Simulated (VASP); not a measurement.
# PbO (P4/nmm) in VASP: notebook

Runs on PbO. Level: LDA. Tasks: single point.

Program: VASP 6.6.1. These are calculated values, not measurements. Logs are shortened: lines on timing, memory, paths and dates and some standing lists are left out, and cuts for length are marked.

### Step 1. The cell of the first run

Symmetry: P4/nmm, No. 129, tetragonal system. The conventional cell has a = 3.944 Å, b = 3.944 Å, c = 4.898 Å, α = 90.00°, β = 90.00°, γ = 90.00°. Within 3.0 Å of Pb (site symmetry 4mm) lie 4 O at 2.30 Å. O (site symmetry -4m2) has 4 Pb at 2.30 Å and 4 O at 2.79 Å within 3.0 Å.

### Step 2. Single point, LDA

INCAR reads:

```
SYSTEM = PbO
ALGO = Normal
EDIFF = 1E-7
ENCUT = 520
ISIF = 2
ISMEAR = 0
LASPH = .True.
LCHARG = .True.
LELF = .True.
LREAL = .False.
LVHAR = .True.
LWAVE = .False.
NBANDS = 28
NELM = 60
PREC = Accurate
SIGMA = 0.02
```

KPOINTS reads:

```
k-points
0
Gamma
  8 8 6
  0 0 0
```

POSCAR reads:

```
PbO
1.0
    3.9436290631      0.0000000000      0.0000000000
    0.0000000000      3.9436290631      0.0000000000
    0.0000000000      0.0000000000      4.8982550457
Pb O
2 2
Direct
    0.0000000000      0.5000000000      0.2405586836
    0.5000000000      0.0000000000      0.7594413164
    0.0000000000      0.0000000000      0.0000000000
    0.5000000000      0.5000000000      0.0000000000
```

Potentials or basis: VASP PAW LDA potentials, release 64 (Pb_d, O).

Launch:

```sh
> cat potpaw_LDA.64/Pb_d/POTCAR potpaw_LDA.64/O/POTCAR > POTCAR
> mpirun -np 1 vasp_std > vasp.out
```

OUTCAR:

```text
SYSTEM = PbO
   EDIFF = 1E-7
   ENCUT = 520
   ISIF = 2
   ISMEAR = 0
   LASPH = .True.
   LREAL = .False.
   NELM = 60
   PREC = Accurate

 ion  position               nearest neighbor table
   1  0.000  0.500  0.241-   3 2.30   4 2.30   3 2.30   4 2.30   2 3.65   2 3.65   2 3.65   2 3.65
                             2 3.77   2 3.77   2 3.77   2 3.77
   2  0.500  0.000  0.759-   3 2.30   4 2.30   4 2.30   3 2.30   1 3.65   1 3.65   1 3.65   1 3.65
                             1 3.77   1 3.77   1 3.77   1 3.77
   3  0.000  0.000  0.000-   1 2.30   2 2.30   1 2.30   2 2.30
   4  0.500  0.500  0.000-   1 2.30   2 2.30   2 2.30   1 2.30

  LATTYP: Found a simple tetragonal cell.
 ALAT       =     3.9436290631
 C/A-ratio  =     1.2420678941

  Lattice vectors:

 A1 = (   3.9436290631,   0.0000000000,   0.0000000000)
 A2 = (   0.0000000000,   3.9436290631,   0.0000000000)
 A3 = (   0.0000000000,   0.0000000000,   4.8982550457)

Analysis of symmetry for initial positions (statically):
=====================================================================
 Subroutine PRICEL returns:
 Original cell was already a primitive cell.

 Routine SETGRP: Setting up the symmetry group for a
 simple tetragonal supercell.

 Subroutine GETGRP returns: Found 16 space group operations
 (whereof  8 operations were pure point group operations)
 out of a pool of 16 trial point group operations.

The static configuration has the point symmetry D_2d.
 The point group associated with its full space group is D_4h.

Analysis of symmetry for dynamics (positions and initial velocities):
=====================================================================
 Subroutine PRICEL returns:
 Original cell was already a primitive cell.

 Routine SETGRP: Setting up the symmetry group for a
 simple tetragonal supercell.

 Subroutine GETGRP returns: Found 16 space group operations
 (whereof  8 operations were pure point group operations)
 out of a pool of 16 trial point group operations.

The dynamic configuration has the point symmetry D_2d.
 The point group associated with its full space group is D_4h.

 Subroutine INISYM returns: Found 16 space group operations
 (whereof  8 operations are pure point group operations),
 and found     1 'primitive' translations

----------------------------------------------------------------------------------------

                                     Primitive cell

  volume of cell :      76.1787

  direct lattice vectors                    reciprocal lattice vectors
     3.943629063  0.000000000  0.000000000     0.253573545  0.000000000  0.000000000
     0.000000000  3.943629063  0.000000000     0.000000000  0.253573545  0.000000000
     0.000000000  0.000000000  4.898255046     0.000000000  0.000000000  0.204154335

  length of vectors
     3.943629063  3.943629063  4.898255046     0.253573545  0.253573545  0.204154335

  position of ions in fractional coordinates (direct lattice)
     0.000000000  0.500000000  0.240558684
     0.500000000  0.000000000  0.759441316
     0.000000000  0.000000000  0.000000000
     0.500000000  0.500000000  0.000000000

  ion indices of the primitive-cell ions
   primitive index   ion index
                 1           1
                 2           2
                 3           3
                 4           4

----------------------------------------------------------------------------------------

 KPOINTS: k-points

Automatic generation of k-mesh.
 Grid dimensions read from file:
 generate k-points for:    8    8    6

 Generating k-lattice:

  Cartesian coordinates                     Fractional coordinates (reciprocal lattice)
     0.031696693  0.000000000  0.000000000     0.125000000  0.000000000  0.000000000
     0.000000000  0.031696693  0.000000000     0.000000000  0.125000000  0.000000000
     0.000000000  0.000000000  0.034025722     0.000000000  0.000000000  0.166666667

  Length of vectors
     0.031696693  0.031696693  0.034025722

  Shift w.r.t. Gamma in fractional coordinates (k-lattice)
     0.000000000  0.000000000  0.000000000

 Subroutine IBZKPT returns following result:
 ===========================================

 Found     60 irreducible k-points:

 Following reciprocal coordinates:
            Coordinates               Weight
  0.000000  0.000000  0.000000      1.000000
  0.125000  0.000000  0.000000      4.000000
  0.250000  0.000000  0.000000      4.000000
  0.375000  0.000000  0.000000      4.000000
  0.500000  0.000000  0.000000      2.000000
  0.125000  0.125000  0.000000      4.000000
[... 16 lines left out ...]
  0.375000  0.125000  0.166667     16.000000
  0.500000  0.125000  0.166667      8.000000
 [... further k-points ...]
   k-points           NKPTS =     60   k-points in BZ     NKDIM =     60   number of bands    NBANDS=     28
   number of dos      NEDOS =    301   number of ions     NIONS =      4
   total plane-waves  NPLWV =  32400
   dimension x,y,z NGX =    30 NGY =   30 NGZ =   36
   dimension x,y,z NGXF=    60 NGYF=   60 NGZF=   72
   ions per type =               2   2
   NGX,Y,Z   is equivalent  to a cutoff of  12.65, 12.65, 12.22 a.u.
   NGXF,Y,Z  is equivalent  to a cutoff of  25.29, 25.29, 24.44 a.u.
 SYSTEM =  PbO
   PREC   = accura    normal or accurate (medium, high low for compatibility)
   ISTART =      0    job   : 0-new  1-cont  2-samecut
   ICHARG =      2    charge: 1-file 2-atom 10-const
   ISPIN  =      1    spin polarized calculation?
   LNONCOLLINEAR =      F non collinear calculations
   LSORBIT =      F    spin-orbit coupling
   LASPH  =      T    aspherical Exc in radial PAW
   ENCUT  =  520.0 eV  38.22 Ry    6.18 a.u.   7.33  7.33  9.11*2*pi/ulx,y,z
   NELM   =     60;   NELMIN=  2; NELMDL= -5     # of ELM steps
   EDIFF  = 0.1E-06   stopping-criterion for ELM
   LREAL  =      F    real-space projection
   EDIFFG = 0.1E-05   stopping-criterion for IOM
   NSW    =      0    number of steps for IOM
   IBRION =     -1    ionic relax: 0-MD 1-quasi-New 2-CG
   NFREE  =      0    steps in history (QN), initial steepest desc. (CG)
   ISIF   =      2    stress and relaxation
   ISYM   =      2    0-nonsym 1-usesym 2-fastsym
   POTIM  = 0.5000    time-step for ionic-motion
   TEBEG  =    0.0;   TEEND  =   0.0 temperature during run
   PSTRESS=    0.0 pullay stress
   NELECT =      40.0000    total number of electrons
   NUPDOWN=      -1.0000    fix difference up-down
   EMIN   =  10.00;   EMAX   =-10.00  energy-range for DOS
   EFERMI =   0.00;   METHOD = LEGACY
   ISMEAR =     0;   SIGMA  =   0.02  broadening in eV -4-tet -1-fermi 0-gaus
   EFERMI_NEDOS =   21; number of points for ismear=-14 and -15
   IALGO  =     38    algorithm
   IMIX   =      4    mixing-type and parameters
     AMIX     =   0.40;   BMIX     =  1.00
     AMIX_MAG =   1.60;   BMIX_MAG =  1.00
  volume/ion in A,a.u.               =      19.04       128.52
  Fermi-wavevector in a.u.,A,eV,Ry     =   1.320739  2.495835 23.733342  1.744351
  Thomas-Fermi vector in A             =   2.450543
   LORBIT       =      0    0 simple, 1 ext, 2 COOP (PROOUT), +10 PAW based schemes
   GGA     = CA    functional components
   LHFCALC =     F    Hartree Fock is set to
   AEXX    =    0.0000 exact exchange contribution
   IVDW    =     0    specifies the selected vdW correction
   LEPSILON=     F    determine dielectric tensor
   LRPA    =     F    only Hartree local field effects (RPA)
 non-spin polarized calculation
 Gauss-broadening in eV      SIGMA  =   0.02
  energy-cutoff  :      520.00
  volume of cell :       76.18
 maximum number of plane-waves:      2090
 NGX is ok and might be reduce to    30
   NGX = 15   NGY = 15   NGZ = 19

 number of electron      39.9999991 magnetization

 Free energy of the ion-electron system (eV)
  ---------------------------------------------------
  ext. energy  EPLUGINS =         0.00000000
  ---------------------------------------------------
  free energy    TOTEN  =       -24.40306690 eV

  energy without entropy =      -24.40306690  energy(sigma->0) =      -24.40306690

 E-fermi :   5.4807     XC(G=0): -10.5233

 val. band max:        5.3088670267   @ k =   0.1250   0.0000   0.0000
 cond. band min:       6.3421854401   @ k =   0.5000   0.5000   0.0000
 fundamental gap:      1.0333184134
 Fermi energy:         5.4806867543

 k-point     1 :       0.0000    0.0000    0.0000
  band No.  band energies     occupation
      1     -13.1260      2.00000
      2     -12.5425      2.00000
      3     -10.7247      2.00000
      4     -10.7247      2.00000
      5     -10.6480      2.00000
      6     -10.6306      2.00000
[... 20 lines left out ...]
     27      12.7561      0.00000
     28      13.2536      0.00000

 k-point     2 :       0.1250    0.0000    0.0000
  band No.  band energies     occupation
      1     -13.0878      2.00000
      2     -12.5531      2.00000
      3     -10.7154      2.00000
      4     -10.7146      2.00000
      5     -10.6343      2.00000
      6     -10.6205      2.00000
[... 20 lines left out ...]
     27      12.9681      0.00000
     28      14.3018      0.00000

 k-point     3 :       0.2500    0.0000    0.0000
  band No.  band energies     occupation
      1     -12.9891      2.00000
      2     -12.5888      2.00000
      3     -10.6895      2.00000
      4     -10.6861      2.00000
      5     -10.5947      2.00000
      6     -10.5946      2.00000
[... 20 lines left out ...]
     27      13.2323      0.00000
     28      16.1652      0.00000

 k-point     4 :       0.3750    0.0000    0.0000
  band No.  band energies     occupation
      1     -12.8655      2.00000
      2     -12.6543      2.00000
      3     -10.6524      2.00000
      4     -10.6476      2.00000
      5     -10.5875      2.00000
      6     -10.5773      2.00000
[... 20 lines left out ...]
     27      13.6528      0.00000
     28      15.5283      0.00000

 k-point     5 :       0.5000    0.0000    0.0000
  band No.  band energies     occupation
      1     -12.7486      2.00000
      2     -12.7486      2.00000
      3     -10.6120      2.00000
      4     -10.6120      2.00000
      5     -10.6106      2.00000
      6     -10.6106      2.00000
[... 20 lines left out ...]
     27      14.3740      0.00000
     28      14.3740      0.00000

 k-point     6 :       0.1250    0.1250    0.0000
  band No.  band energies     occupation
      1     -13.0524      2.00000
      2     -12.5629      2.00000
      3     -10.7209      2.00000
      4     -10.6882      2.00000
      5     -10.6218      2.00000
      6     -10.6129      2.00000
[... 463 lines left out ...]
      5     -10.6204      2.00000
      6     -10.6110      2.00000
[... 20 lines left out ...]
     27      13.6159      0.00000
     28      14.8128      0.00000

 k-point    22 :       0.2500    0.1250    0.1667
  band No.  band energies     occupation
      1     -12.9599      2.00000
      2     -12.5943      2.00000
      3     -10.6912      2.00000
      4     -10.6558      2.00000
      5     -10.5964      2.00000
      6     -10.5793      2.00000
[... 20 lines left out ...]
     27      14.2083      0.00000
     28      15.5998      0.00000

 k-point    23 :       0.3750    0.1250    0.1667
  band No.  band energies     occupation
      1     -12.8505      2.00000
      2     -12.6573      2.00000
      3     -10.6629      2.00000
      4     -10.6285      2.00000
      5     -10.5933      2.00000
      6     -10.5661      2.00000
[... 20 lines left out ...]
     27      14.4676      0.00000
     28      14.9959      0.00000

 k-point    24 :       0.5000    0.1250    0.1667
  band No.  band energies     occupation
      1     -12.7451      2.00000
      2     -12.7451      2.00000
      3     -10.6344      2.00000
      4     -10.6344      2.00000
      5     -10.5853      2.00000
      6     -10.5853      2.00000
[... 20 lines left out ...]
     27      14.7031      0.00000
     28      14.7031      0.00000

 [... further k-points ...]
[... 5 lines left out ...]
  --------------------------------------------------------------------------------------
  -------------------------------------------------------------------------------------
  Total        0.1134674      0.1134674      0.1040097      0.0000000      0.0000000      0.0000000
  in kB        2.3864264      2.3864264      2.1875154      0.0000000      0.0000000      0.0000000
  external PRESSURE =       2.3201228 kB  Pullay stress =       0.0000000 kB

 VOLUME and BASIS-vectors are now :
 -----------------------------------------------------------------------------
  energy-cutoff  :      520.00
  volume of cell :       76.18
      direct lattice vectors                 reciprocal lattice vectors
     3.943629063  0.000000000  0.000000000     0.253573545  0.000000000  0.000000000
     0.000000000  3.943629063  0.000000000     0.000000000  0.253573545  0.000000000
     0.000000000  0.000000000  4.898255046     0.000000000  0.000000000  0.204154335

 POSITION                                       TOTAL-FORCE (eV/Angst)
 -----------------------------------------------------------------------------------
      0.00000      1.97181      1.17832        -0.000000     -0.000000      0.076465
      1.97181      0.00000      3.71994         0.000000     -0.000000     -0.076465
      0.00000      0.00000      0.00000        -0.000000      0.000000     -0.000000
      1.97181      1.97181      0.00000        -0.000000     -0.000000     -0.000000
 -----------------------------------------------------------------------------------
    total drift:                                0.000000      0.000000      0.000000

  FREE ENERGIE OF THE ION-ELECTRON SYSTEM (eV)
  ---------------------------------------------------
  free  energy   TOTEN  =       -24.4030669017 eV

  energy  without entropy=      -24.4030669017  energy(sigma->0) =      -24.40306690
```

It took 80 s on 1 thread of Intel Xeon Platinum 8375C at 2.90GHz (Ice Lake), shared host; peak memory 0.23 GiB.

What came out:

```yaml
Free_energy: -24.4031 eV
Pressure: 0.2 GPa
Largest_force: 0.076 eV/Å
Band_gap_on_the_k_mesh: 1.03 eV, indirect (least direct gap 2.20 eV)
```

Forces in eV/Å, atoms in the order of the input:
```
Pb   0.000  0.000  0.076
Pb   0.000  0.000 -0.076
O    0.000  0.000  0.000
O    0.000  0.000  0.000
```

Levels at points of the mesh, in eV from the valence-band top:
```csv
k point,band 18,band 19,band 20,band 21,band 22,band 23
"(0.00, 0.00, 0.00)",-1.82,-1.82,-0.02,2.45,5.54,5.57
"(0.50, 0.00, 0.00)",-3.22,-1.79,-1.79,3.43,3.43,6.69
"(0.50, 0.50, 0.00)",-1.69,-1.17,-1.17,1.03,1.03,5.24
"(0.00, 0.00, 0.50)",-1.85,-1.85,-1.02,1.84,3.82,3.82
"(0.50, 0.00, 0.50)",-3.18,-1.05,-1.05,3.10,3.10,6.26
"(0.50, 0.50, 0.50)",-2.37,-1.17,-1.17,3.39,3.39,4.87
```

Caveat: spin-orbit coupling is left out, which moves the levels of the heavy elements. As with any semilocal functional, this LDA gap is likely too small.

### Step 3. Single point, LDA

Changes to INCAR since step 2:

```diff
@@ -2,4 +2,5 @@
 ALGO = Normal
-EDIFF = 1E-7
-ENCUT = 520
+EDIFF = 1E-6
+ENCUT = 910
+GGA_COMPAT = .False.
 ISIF = 2
@@ -13,3 +14,3 @@
 NBANDS = 28
-NELM = 60
+NELM = 120
 PREC = Accurate
```

KPOINTS is that of step 2.

POSCAR is that of step 2.

Potentials or basis: VASP PAW LDA potentials, release 64 (Pb_d, O_h).

Launch:

```sh
> cat potpaw_LDA.64/Pb_d/POTCAR potpaw_LDA.64/O_h/POTCAR > POTCAR
> mpirun -np 1 vasp_std > vasp.out
```

Run time: 2.8 min. Hardware: 1 thread of Intel Xeon Platinum 8488C (Sapphire Rapids), shared host; peak memory 0.38 GiB.

The run converged. Its results:

```
Free energy            : -24.4174 eV
Pressure               : 0.1 GPa
Largest force          : 0.068 eV/Å
Band gap on the k mesh : 1.03 eV, indirect (least direct gap 2.20 eV)
```

Forces in eV/Å, atoms in the order of the input:
```
Pb   0.000  0.000  0.068
Pb   0.000  0.000 -0.068
O    0.000  0.000  0.000
O    0.000  0.000  0.000
```

Levels at points of the mesh, in eV from the valence-band top:
| k point | band 16 | band 17 | band 18 | band 19 | band 20 | band 21 | band 22 | band 23 | band 24 | band 25 |
| --- | --- | --- | --- | --- | --- | --- | --- | --- | --- | --- |
| (0.00, 0.00, 0.00) | -4.54 | -1.84 | -1.82 | -1.82 | -0.02 | 2.46 | 5.55 | 5.58 | 5.58 | 6.67 |
| (0.50, 0.00, 0.00) | -3.40 | -3.22 | -3.22 | -1.79 | -1.79 | 3.43 | 3.43 | 6.69 | 6.69 | 6.69 |
| (0.50, 0.50, 0.00) | -3.65 | -1.69 | -1.69 | -1.17 | -1.17 | 1.03 | 1.03 | 5.24 | 5.24 | 8.08 |
| (0.00, 0.00, 0.50) | -4.13 | -1.89 | -1.85 | -1.85 | -1.02 | 1.84 | 3.83 | 3.83 | 4.17 | 8.72 |
| (0.50, 0.00, 0.50) | -3.94 | -3.18 | -3.18 | -1.05 | -1.05 | 3.10 | 3.10 | 6.26 | 6.26 | 7.48 |
| (0.50, 0.50, 0.50) | -4.18 | -2.37 | -2.37 | -1.17 | -1.17 | 3.39 | 3.39 | 4.87 | 4.87 | 5.75 |

Caveat: the cutoff is under 1.25 times the usual one of these potentials, so pressure, stress and relaxed cells hold a basis-set (Pulay) error; spin-orbit coupling is left out, which moves the levels of the heavy elements. A k mesh can miss the band edges.
